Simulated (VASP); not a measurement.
# Fe (Fm-3m) in VASP: notebook

The runs below take Fe through single point, with PBE.

Everything below comes from runs of VASP 6.6.1. Logs are shortened: lines on timing, memory, paths and dates and some standing lists are left out, and cuts for length are marked.

## Step 1: The cell of the first run

It takes space group Fm-3m (No. 225, cubic). The conventional cell has a = 3.639 Å, b = 3.639 Å, c = 3.639 Å, α = 90.00°, β = 90.00°, γ = 90.00°. Fe (site symmetry m-3m) has 12 Fe at 2.57 Å within 3.4 Å.

## Step 2: Single point, PBE, collinear spin, antiferromagnetic start

The input, INCAR:

```
SYSTEM = Fe
  PREC = Accurate
  ENCUT = 520
  EDIFF = 1E-6
  ISMEAR = -1
  SIGMA = 0.05
  LREAL = .FALSE.
  LASPH = .TRUE.
  NELM = 150
  ALGO = Normal
  ISIF = 2
  LWAVE = .FALSE.
  LCHARG = .FALSE.
  ISPIN = 2
  MAGMOM = 4 -4
  LORBIT = 11
  LMAXMIX = 4
  GGA = PE
  NBANDS = 19
```

The input, KPOINTS:

```
regular mesh
0
G
  12 12 6
  0 0 0
```

The input, POSCAR:

```
Fe
1.0
    0.0000000000      1.8195000000      1.8195000000
    1.8195000000      0.0000000000      1.8195000000
    3.6390000000      3.6390000000      0.0000000000
Fe
2
Direct
    0.0000000000      0.0000000000      0.0000000000
    0.0000000000      0.0000000000      0.5000000000
```

Potentials or basis: VASP PAW PBE potentials, release 64 (Fe).

Command:

```sh
$ cat potpaw_PBE.64/Fe/POTCAR > POTCAR
$ mpirun -np 1 vasp_std > vasp.out
```

OUTCAR:

```text
SYSTEM = Fe
   PREC = Accurate
   ENCUT = 520
   EDIFF = 1E-6
   ISMEAR = -1
   LREAL = .FALSE.
   LASPH = .TRUE.
   NELM = 150
   ISIF = 2
   ISPIN = 2
   LORBIT = 11
   GGA = PE

 ion  position               nearest neighbor table
   1  0.000  0.000  0.000-   2 2.57   2 2.57   2 2.57   2 2.57   2 2.57   2 2.57
   2  0.000  0.000  0.500-   1 2.57   1 2.57   1 2.57   1 2.57   1 2.57   1 2.57

  LATTYP: Found a trigonal (rhomboedric) cell.
 ALAT       =     4.4568465870
 COS(alpha) =     0.8333333333

  Lattice vectors:

 A1 = (   3.6390000000,   1.8195000000,  -1.8195000000)
 A2 = (   1.8195000000,   1.8195000000,  -3.6390000000)
 A3 = (   1.8195000000,   3.6390000000,  -1.8195000000)

Analysis of symmetry for initial positions (statically):
=====================================================================
 Subroutine PRICEL returns following result:

  LATTYP: Found a face centered cubic cell.
 ALAT       =     3.6390000000
[... 12 lines left out ...]
 Subroutine GETGRP returns: Found 12 space group operations
 (whereof 12 operations were pure point group operations)
 out of a pool of 12 trial point group operations.

The static configuration has the point symmetry D_3d.

Analysis of symmetry for dynamics (positions and initial velocities):
=====================================================================
 Subroutine PRICEL returns following result:

  LATTYP: Found a face centered cubic cell.
 ALAT       =     3.6390000000
[... 12 lines left out ...]
 Subroutine GETGRP returns: Found 12 space group operations
 (whereof 12 operations were pure point group operations)
 out of a pool of 12 trial point group operations.

The dynamic configuration has the point symmetry D_3d.

Analysis of structural, dynamic, and magnetic symmetry:
=====================================================================
 Subroutine PRICEL returns following result:

  LATTYP: Found a face centered cubic cell.
 ALAT       =     3.6390000000
[... 12 lines left out ...]
 Subroutine GETGRP returns: Found 12 space group operations
 (whereof 12 operations were pure point group operations)
 out of a pool of 12 trial point group operations.

The overall configuration has the point symmetry D_3d.

 Subroutine INISYM returns: Found 12 space group operations
 (whereof 12 operations are pure point group operations),
 and found     2 'primitive' translations

----------------------------------------------------------------------------------------

                                     Primitive cell

  volume of cell :      12.0472

  direct lattice vectors                    reciprocal lattice vectors
     0.000000000  1.819500000  1.819500000    -0.274800769  0.274800769  0.274800769
     1.819500000  0.000000000  1.819500000     0.274800769 -0.274800769  0.274800769
     1.819500000  1.819500000  0.000000000     0.274800769  0.274800769 -0.274800769

  length of vectors
     2.573161577  2.573161577  2.573161577     0.475968895  0.475968895  0.475968895

  position of ions in fractional coordinates (direct lattice)
     0.000000000  0.000000000  0.000000000

  ion indices of the primitive-cell ions
   primitive index   ion index
                 1           1

----------------------------------------------------------------------------------------

 KPOINTS: regular mesh

Automatic generation of k-mesh.
 Grid dimensions read from file:
 generate k-points for:   12   12    6

 Generating k-lattice:

  Cartesian coordinates                     Fractional coordinates (reciprocal lattice)
    -0.022900064  0.022900064  0.022900064     0.083333333  0.000000000  0.000000000
     0.022900064 -0.022900064  0.022900064     0.000000000  0.083333333  0.000000000
     0.022900064  0.022900064 -0.022900064     0.000000000  0.000000000  0.166666667

  Length of vectors
     0.039664075  0.039664075  0.039664075

  Shift w.r.t. Gamma in fractional coordinates (k-lattice)
     0.000000000  0.000000000  0.000000000

[... 11 lines left out ...]
|                                                                             |
|        The reciprocal lattice is rhombohedral (trigonal),                   |
|        whereas your k-lattice is body-centered cubic.                       |
|                                                                             |
|     Results are often still useful ...                                      |
|                                                                             |
 -----------------------------------------------------------------------------

 Subroutine IBZKPT returns following result:
 ===========================================

 Found     98 irreducible k-points:

 Following reciprocal coordinates:
            Coordinates               Weight
  0.000000  0.000000  0.000000      1.000000
  0.083333  0.000000  0.000000      6.000000
  0.166667  0.000000  0.000000      6.000000
  0.250000  0.000000  0.000000      6.000000
  0.333333  0.000000  0.000000      6.000000
  0.416667  0.000000  0.000000      6.000000
[... 16 lines left out ...]
  0.500000  0.166667  0.000000     12.000000
 -0.416667  0.166667  0.000000     12.000000
 [... further k-points ...]
   k-points           NKPTS =     98   k-points in BZ     NKDIM =     98   number of bands    NBANDS=     19
   number of dos      NEDOS =    301   number of ions     NIONS =      2
   total plane-waves  NPLWV =  16000
   dimension x,y,z NGX =    20 NGY =   20 NGZ =   40
   dimension x,y,z NGXF=    40 NGYF=   40 NGZF=   80
   ions per type =               2
   NGX,Y,Z   is equivalent  to a cutoff of  12.92, 12.92, 12.92 a.u.
   NGXF,Y,Z  is equivalent  to a cutoff of  25.84, 25.84, 25.84 a.u.
 SYSTEM =  Fe
   PREC   = accura    normal or accurate (medium, high low for compatibility)
   ISTART =      0    job   : 0-new  1-cont  2-samecut
   ICHARG =      2    charge: 1-file 2-atom 10-const
   ISPIN  =      2    spin polarized calculation?
   LNONCOLLINEAR =      F non collinear calculations
   LSORBIT =      F    spin-orbit coupling
   LASPH  =      T    aspherical Exc in radial PAW
   ENCUT  =  520.0 eV  38.22 Ry    6.18 a.u.   4.78  4.78  9.57*2*pi/ulx,y,z
   NELM   =    150;   NELMIN=  2; NELMDL= -5     # of ELM steps
   EDIFF  = 0.1E-05   stopping-criterion for ELM
   LREAL  =      F    real-space projection
   EDIFFG = 0.1E-04   stopping-criterion for IOM
   NSW    =      0    number of steps for IOM
   IBRION =     -1    ionic relax: 0-MD 1-quasi-New 2-CG
   NFREE  =      0    steps in history (QN), initial steepest desc. (CG)
   ISIF   =      2    stress and relaxation
   ISYM   =      2    0-nonsym 1-usesym 2-fastsym
   POTIM  = 0.5000    time-step for ionic-motion
   TEBEG  =    0.0;   TEEND  =   0.0 temperature during run
   PSTRESS=    0.0 pullay stress
   NELECT =      16.0000    total number of electrons
   NUPDOWN=      -1.0000    fix difference up-down
   EMIN   =  10.00;   EMAX   =-10.00  energy-range for DOS
   EFERMI =   0.00;   METHOD = LEGACY
   ISMEAR =    -1;   SIGMA  =   0.05  broadening in eV -4-tet -1-fermi 0-gaus
   EFERMI_NEDOS =   21; number of points for ismear=-14 and -15
   IALGO  =     38    algorithm
   IMIX   =      4    mixing-type and parameters
     AMIX     =   0.40;   BMIX     =  1.00
     AMIX_MAG =   1.60;   BMIX_MAG =  1.00
  volume/ion in A,a.u.               =      12.05        81.30
  Fermi-wavevector in a.u.,A,eV,Ry     =   1.428267  2.699033 27.755163  2.039947
  Thomas-Fermi vector in A             =   2.548347
   LORBIT       =     11    0 simple, 1 ext, 2 COOP (PROOUT), +10 PAW based schemes
   GGA     = PE    functional components
   LHFCALC =     F    Hartree Fock is set to
   AEXX    =    0.0000 exact exchange contribution
   IVDW    =     0    specifies the selected vdW correction
   LEPSILON=     F    determine dielectric tensor
   LRPA    =     F    only Hartree local field effects (RPA)
 spin polarized calculation
  energy-cutoff  :      520.00
  volume of cell :       24.09
 maximum number of plane-waves:       663
   NGX =  9   NGY =  9   NGZ = 19

 number of electron      16.0000014 magnetization       0.0000000

 number of electron      16.0000014 magnetization      -0.0000000

 Free energy of the ion-electron system (eV)
  ---------------------------------------------------
  ext. energy  EPLUGINS =         0.00000000
  ---------------------------------------------------
  free energy    TOTEN  =       -16.01488808 eV

  energy without entropy =      -15.98600380  energy(sigma->0) =      -16.00044594

 E-fermi :   5.4643     XC(G=0): -12.8046

 val. band max:        5.4621050981   @ k =   0.0833   0.0833   0.0000
 cond. band min:       5.4674223625   @ k =   0.0000   0.0000   0.1667
 fundamental gap:      0.0053172644
 Fermi energy:         5.4642592660

 spin component 1

 k-point     1 :       0.0000    0.0000    0.0000
  band No.  band energies     occupation
      1      -2.7869      1.00000
      2       1.0562      1.00000
      3       3.2924      1.00000
      4       3.2924      1.00000
      5       3.8396      1.00000
      6       3.8396      1.00000
[... 517 lines left out ...]
     18      26.2036      0.00000
     19      26.9588      0.00000

 [... further k-points ...]

 spin component 2

 k-point     1 :       0.0000    0.0000    0.0000
  band No.  band energies     occupation
      1      -2.7869      1.00000
      2       1.0562      1.00000
      3       3.2924      1.00000
      4       3.2924      1.00000
      5       3.8396      1.00000
      6       3.8396      1.00000
[... 517 lines left out ...]
     18      26.2036      0.00000
     19      26.9588      0.00000

 [... further k-points ...]
[... 5 lines left out ...]
  --------------------------------------------------------------------------------------
  -------------------------------------------------------------------------------------
  Total       -2.1019953     -2.1019953     -2.1019953      0.4253019     -0.4253019     -0.4253019
  in kB     -139.7739192   -139.7739192   -139.7739192     28.2808041    -28.2808041    -28.2808041
  external PRESSURE =    -139.7739192 kB  Pullay stress =       0.0000000 kB

 VOLUME and BASIS-vectors are now :
 -----------------------------------------------------------------------------
  energy-cutoff  :      520.00
  volume of cell :       24.09
      direct lattice vectors                 reciprocal lattice vectors
     0.000000000  1.819500000  1.819500000    -0.274800769  0.274800769  0.274800769
     1.819500000  0.000000000  1.819500000     0.274800769 -0.274800769  0.274800769
     3.639000000  3.639000000  0.000000000     0.137400385  0.137400385 -0.137400385

 POSITION                                       TOTAL-FORCE (eV/Angst)
 -----------------------------------------------------------------------------------
      0.00000      0.00000      0.00000        -0.000000      0.000000      0.000000
      1.81950      1.81950      0.00000         0.000000     -0.000000     -0.000000
 -----------------------------------------------------------------------------------
    total drift:                               -0.000000     -0.000000      0.000000

  FREE ENERGIE OF THE ION-ELECTRON SYSTEM (eV)
  ---------------------------------------------------
  free  energy   TOTEN  =       -16.0148880788 eV

  energy  without entropy=      -15.9860038006  energy(sigma->0) =      -16.00044594

 total charge

# of ion       s       p       d       tot
------------------------------------------
    1        0.470   0.500   6.176   7.146
    2        0.470   0.500   6.176   7.146
--------------------------------------------------
tot          0.941   1.000  12.352  14.292

 magnetization (x)

# of ion       s       p       d       tot
------------------------------------------
    1        0.007   0.020   2.004   2.031
    2       -0.007  -0.020  -2.004  -2.031
--------------------------------------------------
tot          0.000  -0.000   0.000  -0.000
```

Run time: 37 s. Hardware: 1 thread of Intel Xeon 6975P-C (Granite Rapids), shared host; peak memory 0.19 GiB.

Results:

```yaml
Free_energy: -16.0149 eV
Pressure: -14.0 GPa
Band_gap_on_the_k_mesh: zero (filled and empty bands overlap)
Net_moment: 0.00 μB per cell
Site_moments: Fe +2.03, -2.03 μB
Valence_electrons_inside_the_program's_atomic_spheres: Fe 7.15
```

## Step 3: Single point, PBE, collinear spin, ferromagnetic start

The input, INCAR:

```
ALGO = Normal
EDIFF = 1E-7
ENCUT = 520
GGA = PE
ISIF = 2
ISMEAR = -1
ISPIN = 2
LASPH = True
LCHARG = True
LELF = True
LMAXMIX = 4
LORBIT = 11
LREAL = False
LVHAR = True
LWAVE = False
MAGMOM = 2.87 2.87
NBANDS = 19
NELM = 150
PREC = Accurate
SIGMA = 0.05
```

The input, KPOINTS:

```
k-points
0
Gamma
  12 12 6
```

POSCAR is that of step 2.

Potentials or basis: VASP PAW PBE potentials, release 64 (Fe).

Command:

```sh
$ cat potpaw_PBE.64/Fe/POTCAR > POTCAR
$ mpirun -np 1 vasp_std > vasp.out
```

Run time: 50 s. Hardware: 1 thread of Intel Xeon 6975P-C (Granite Rapids), shared host; peak memory 0.19 GiB.

Results (log left out):

* Free energy: -16.1742 eV
* Pressure: -0.8 GPa
* Net moment: 5.13 μB per cell
* Site moments: Fe +2.57 μB
* Valence electrons inside the program's atomic spheres: Fe 7.15

Levels at points of the mesh, in eV from the Fermi level:
Spin up:
| k point | band 7 | band 8 | band 9 | band 10 | band 11 | band 12 | band 13 | band 14 | band 15 | band 16 |
| --- | --- | --- | --- | --- | --- | --- | --- | --- | --- | --- |
| (0.00, 0.00, 0.00) | -2.44 | -1.47 | -1.47 | -0.55 | -0.55 | -0.16 | 5.96 | 20.39 | 21.75 | 23.43 |
| (0.50, 0.00, 0.00) | -0.55 | -0.55 | -0.27 | -0.27 | -0.16 | 2.45 | 5.96 | 9.18 | 14.01 | 14.01 |
| (0.00, 0.00, 0.50) | -2.29 | -2.29 | -1.30 | -1.30 | -1.30 | -1.30 | 13.91 | 13.91 | 21.94 | 21.94 |
| (0.50, 0.00, 0.50) | -1.68 | -1.68 | -0.48 | -0.48 | 2.41 | 2.41 | 8.38 | 8.38 | 13.99 | 13.99 |
Spin down:
```tsv
k point	band 3	band 4	band 5	band 6	band 7	band 8
(0.00, 0.00, 0.00)	-0.10	-0.10	-0.10	-0.07	-0.07	-0.02
(0.50, 0.00, 0.00)	-2.45	-0.07	-0.07	-0.02	2.28	2.28
(0.00, 0.00, 0.50)	-0.76	-0.76	0.19	0.19	0.19	0.19
(0.50, 0.00, 0.50)	-1.78	-1.78	-0.42	-0.42	1.01	1.01
```

## Step 4: Single point, PBE, collinear spin, ferromagnetic start

The input, INCAR:

```
ALGO     = Normal         # electronic algorithm
EDIFF    = 1E-6           # SCF threshold, eV
ENCUT    = 520            # plane-wave cutoff, eV
GGA      = PE             # functional
ISIF     = 2              # what is computed and relaxed
ISMEAR   = -1             # smearing method
ISPIN    = 2              # spin polarisation
LASPH    = True           # aspherical terms in the spheres
LCHARG   = False          # write CHGCAR
LMAXMIX  = 4              # l up to which the mixer works
LORBIT   = 11             # projections on sites
LREAL    = False          # projectors in reciprocal space
LWAVE    = False          # write WAVECAR
MAGMOM   = 4 4            # initial moments
NBANDS   = 19             # bands
NELM     = 150            # most SCF steps
PREC     = Accurate       # precision mode
SIGMA    = 0.05           # smearing width, eV
```

KPOINTS is that of step 3.

POSCAR is that of step 3.

Potentials or basis: VASP PAW PBE potentials, release 64 (Fe).

Command:

```sh
$ cat potpaw_PBE.64/Fe/POTCAR > POTCAR
$ mpirun -np 1 vasp_std > vasp.out
```

OUTCAR:

```text
EDIFF = 1E-6
   ENCUT = 520
   GGA = PE
   ISIF = 2
   ISMEAR = -1
   ISPIN = 2
   LASPH = True
   LORBIT = 11
   LREAL = False
   NELM = 150
   PREC = Accurate

 ion  position               nearest neighbor table
   1  0.000  0.000  0.000-   2 2.57   2 2.57   2 2.57   2 2.57   2 2.57   2 2.57
   2  0.000  0.000  0.500-   1 2.57   1 2.57   1 2.57   1 2.57   1 2.57   1 2.57

  LATTYP: Found a trigonal (rhomboedric) cell.
 ALAT       =     4.4568465870
 COS(alpha) =     0.8333333333

  Lattice vectors:

 A1 = (   3.6390000000,   1.8195000000,  -1.8195000000)
[... 1317 lines left out ...]

 VOLUME and BASIS-vectors are now :
 -----------------------------------------------------------------------------
  energy-cutoff  :      520.00
  volume of cell :       24.09
      direct lattice vectors                 reciprocal lattice vectors
     0.000000000  1.819500000  1.819500000    -0.274800769  0.274800769  0.274800769
     1.819500000  0.000000000  1.819500000     0.274800769 -0.274800769  0.274800769
     3.639000000  3.639000000  0.000000000     0.137400385  0.137400385 -0.137400385

 POSITION                                       TOTAL-FORCE (eV/Angst)
 -----------------------------------------------------------------------------------
      0.00000      0.00000      0.00000         0.000000      0.000000      0.000000
      1.81950      1.81950      0.00000         0.000000     -0.000000      0.000000
 -----------------------------------------------------------------------------------
    total drift:                               -0.000000     -0.000000      0.000000

  FREE ENERGIE OF THE ION-ELECTRON SYSTEM (eV)
  ---------------------------------------------------
  free  energy   TOTEN  =       -16.1741511285 eV

  energy  without entropy=      -16.1528980539  energy(sigma->0) =      -16.16352459

 total charge

# of ion       s       p       d       tot
------------------------------------------
    1        0.471   0.497   6.184   7.153
    2        0.471   0.497   6.184   7.153
--------------------------------------------------
tot          0.943   0.995  12.369  14.306

 magnetization (x)

# of ion       s       p       d       tot
------------------------------------------
    1       -0.017  -0.050   2.633   2.566
    2       -0.017  -0.050   2.633   2.566
--------------------------------------------------
tot         -0.035  -0.100   5.266   5.131
```

OSZICAR:

```text
N       E                     dE             d eps       ncg     rms          rms(c)
DAV:   1     0.776810814624E+02    0.77681E+02   -0.77255E+03  7952   0.112E+03
DAV:   2    -0.138291864062E+02   -0.91510E+02   -0.81554E+02  7493   0.199E+02
DAV:   3    -0.172350981016E+02   -0.34059E+01   -0.32775E+01  8268   0.497E+01
DAV:   4    -0.172628645512E+02   -0.27766E-01   -0.27756E-01  8443   0.419E+00
DAV:   5    -0.172631753642E+02   -0.31081E-03   -0.31081E-03  8391   0.411E-01    0.160E+01
DAV:   6    -0.162774416840E+02    0.98573E+00   -0.62757E+00  8064   0.502E+01    0.778E+00
DAV:   7    -0.161983057172E+02    0.79136E-01   -0.63908E-01  8687   0.133E+01    0.500E+00
DAV:   8    -0.161880633280E+02    0.10242E-01   -0.18943E-02  9573   0.104E+00    0.208E+00
DAV:   9    -0.161731980668E+02    0.14865E-01   -0.55577E-03 10417   0.110E+00    0.488E-01
DAV:  10    -0.161741273155E+02   -0.92925E-03   -0.21851E-03  9335   0.554E-01    0.797E-02
DAV:  11    -0.161741541010E+02   -0.26786E-04   -0.73653E-05  9241   0.110E-01    0.503E-02
DAV:  12    -0.161741502460E+02    0.38550E-05   -0.44753E-06  8040   0.173E-02    0.122E-02
DAV:  13    -0.161741511285E+02   -0.88244E-06   -0.26784E-06  8133   0.149E-02
   1 F= -.16174151E+02 E0= -.16163525E+02  d E =-.212531E-01  mag=     5.1335
```

Wall time 36 s (1 thread of Intel Xeon 6975P-C (Granite Rapids), shared host); peak memory 0.2 GiB.

Results:

```yaml
Free_energy: -16.1742 eV
Pressure: -0.9 GPa
Net_moment: 5.13 μB per cell
Site_moments: Fe +2.57 μB
Valence_electrons_inside_the_program's_atomic_spheres: Fe 7.15
```

[end of part 1 of 2]
